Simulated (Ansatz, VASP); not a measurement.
**Hf: VASP beside Ansatz**

```xyz
1
Lattice="3.0117 0.0000 0.0000 0.0000 3.0117 0.0000 0.0000 0.0000 3.0117" Properties=species:S:1:pos:R:3 pbc="T T T"
Hf    0.0000    0.0000    0.0000
```

Alike in both runs: task single point; functional r2SCAN; k mesh 12 × 12 × 12; occupations fermi-dirac, width 0.1 eV; no spin polarisation.

|  | VASP | Ansatz |
| --- | --- | --- |
| version | VASP 6.6.1 | Ansatz 0.2.0 |
| potentials or method | VASP PAW PBE potentials, release 64 (Hf_pv), cutoff 520 eV | plane waves (500 eV) with PAW, scalar-relativistic |
| valence electrons in the cell | 10 | 26 |

Ansatz gave:

```
pressure (GPa) : -7.1
```

Task: What did VASP give for the same quantities?

Result: Pressure (GPa): -7.4.

VASP's potentials were made for PBE, not for r2SCAN. With one functional, cell and mesh, what is left measures potentials, basis and numerics. VASP's potentials hold 10 valence electrons a cell and Ansatz's 26, so a difference there can come from the potentials and not from the codes.

Spin-orbit coupling is off throughout.
